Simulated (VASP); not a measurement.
Runs of VASP 6.6.1 on KI. The structure is that of space group I4/mmm (No. 139), or close to it. The cells are those of the table. 

```csv
cell,gap on the mesh (eV),pressure (GPa)
"a = 4.953, b = 4.953, c = 5.053 Å, angles 59.3, 59.3, 61.3°, 2 atoms",3.97,0.8
"a = 4.856, b = 4.856, c = 5.415 Å, angles 56.1, 56.1, 67.8°, 2 atoms",3.62,(a)
"a = 4.853, b = 4.853, c = 5.754 Å, angles 53.6, 53.6, 72.7°, 2 atoms",2.45,12.0
"a = 4.924, b = 4.924, c = 5.125 Å, angles 58.6, 58.6, 62.7°, 2 atoms",3.94,1.0
"a = 5.181, b = 5.181, c = 4.691 Å, angles 63.1, 63.1, 53.8°, 2 atoms",(b),1.8
"a = 5.551, b = 5.551, c = 4.354 Å, angles 66.9, 66.9, 46.2°, 2 atoms",3.60,5.9
"a = 4.845, b = 4.845, c = 5.595 Å, angles 54.7, 54.7, 70.5°, 2 atoms",3.13,7.3
"a = 5.438, b = 5.438, c = 4.441 Å, angles 65.9, 65.9, 48.2°, 2 atoms",3.70,4.6
```

Alike in all rows: task single point; level PBE; potentials or basis VASP PAW PBE potentials, release 64 (K_sv, I); no spin polarisation; k mesh 6 × 6 × 6; cutoff (eV) 520; smearing gaussian 0.05 eV.

**Question.** Estimate the missing entries.

**Answer.** (a) 3.8; (b) 3.90.

Caveats: spin-orbit coupling is left out, which moves the levels of the heavy elements.

A k mesh can miss the band edges, and the runs leave out spin-orbit coupling on I.
